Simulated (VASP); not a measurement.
**LiCl: single point with LDA**

Crystal: LiCl.

```
Li Cl
1.0
     0.00000    2.49898    2.49898
     2.49898    0.00000    2.49898
     2.49898    2.49898    0.00000
Li Cl
1 1
Direct
  0.00000 0.00000 0.00000
  0.50000 0.50000 0.50000
```

* Program: VASP 6.6.1
* Task: single point
* Functional: LDA
* Potentials or basis: VASP PAW LDA potentials, release 64 (Li_sv, Cl)
* Cutoff: 750 eV
* k mesh: 6 × 6 × 6
* Occupations: gaussian, width 0.01 eV
* Spin: no spin polarisation
* Dipole correction: no
* Further INCAR settings: ALGO = Normal; EDIFF = 1e-06; NBANDS = 12

```
Pressure               : -0.9 GPa
Band gap on the k mesh : 6.47 eV, direct
```

Levels at points of the mesh, in eV from the valence-band top:
| k point | band 1 | band 2 | band 3 | band 4 | band 5 | band 6 | band 7 | band 8 | band 9 | band 10 |
| --- | --- | --- | --- | --- | --- | --- | --- | --- | --- | --- |
| (0.00, 0.00, 0.00) | -42.35 | -13.62 | 0.00 | 0.00 | 0.00 | 6.47 | 11.80 | 11.80 | 11.80 | 14.56 |
| (0.50, 0.00, 0.00) | -42.35 | -12.92 | -3.23 | -0.29 | -0.29 | 6.49 | 9.23 | 9.23 | 13.48 | 17.06 |
| (0.50, 0.50, 0.00) | -42.35 | -12.60 | -3.38 | -1.30 | -1.30 | 7.80 | 7.88 | 12.78 | 14.32 | 14.32 |

Wall time 3.2 s on 1 thread of Intel(R) Xeon(R) 6975P-C (Granite Rapids), on a shared host, peak memory 0.14 GiB.

A k mesh can miss the band edges. Expect the measured gap to be larger: semilocal functionals such as LDA lack the derivative discontinuity.
